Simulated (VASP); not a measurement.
A run of VASP 6.6.1 is set up as follows.

INCAR

```
SYSTEM = SrVO3
  ALGO = Normal
  EDIFF = 1E-7
  ENCUT = 520
  GGA = PE
  ISIF = 2
  ISMEAR = -1
  ISPIN = 2
  LASPH = .TRUE.
  LCHARG = .FALSE.
  LDAU = .TRUE.
  LDAUJ = 0 0 0
  LDAUL = -1 2 -1
  LDAUPRINT = 1
  LDAUTYPE = 2
  LDAUU = 0 6.2 0
  LMAXMIX = 4
  LORBIT = 11
  LREAL = .FALSE.
  LWAVE = .FALSE.
  MAGMOM = 0 0.95 0 0 0
  NBANDS = 32
  NELM = 150
  NUPDOWN = 0.95
  PREC = Accurate
  SIGMA = 0.1
```

Contents of KPOINTS:

```
k-points
0
G
  5 5 5
  0 0 0
```

File POSCAR:

```
SrVO3
1.0
    3.8425000000      0.0000000000      0.0000000000
    0.0000000000      3.8425000000      0.0000000000
    0.0000000000      0.0000000000      3.8425000000
Sr V O
1 1 3
Direct
    0.0000000000      0.0000000000      0.0000000000
    0.5000000000      0.5000000000      0.5000000000
    0.5000000000      0.0000000000      0.5000000000
    0.0000000000      0.5000000000      0.5000000000
    0.5000000000      0.5000000000      0.0000000000
```

Potentials or basis: VASP PAW PBE potentials, release 64 (Sr_sv, V_sv, O).

Run with:

```bash
$ cat potpaw_PBE.64/Sr_sv/POTCAR potpaw_PBE.64/V_sv/POTCAR potpaw_PBE.64/O/POTCAR > POTCAR
$ mpirun -np 1 vasp_std > vasp.out
```

Predict the pressure.

11.1 GPa.

Eigenvalues of the final occupation matrices:
```csv
site,spin,trace,eigenvalues
site 2 d,1,2.00,0.30 0.30 0.46 0.46 0.46
site 2 d,2,0.82,0.09 0.09 0.09 0.27 0.27
```

Caveat: the total moment is fixed, so each spin has its own Fermi level. The state reached can hang on the start; a lower one may exist.
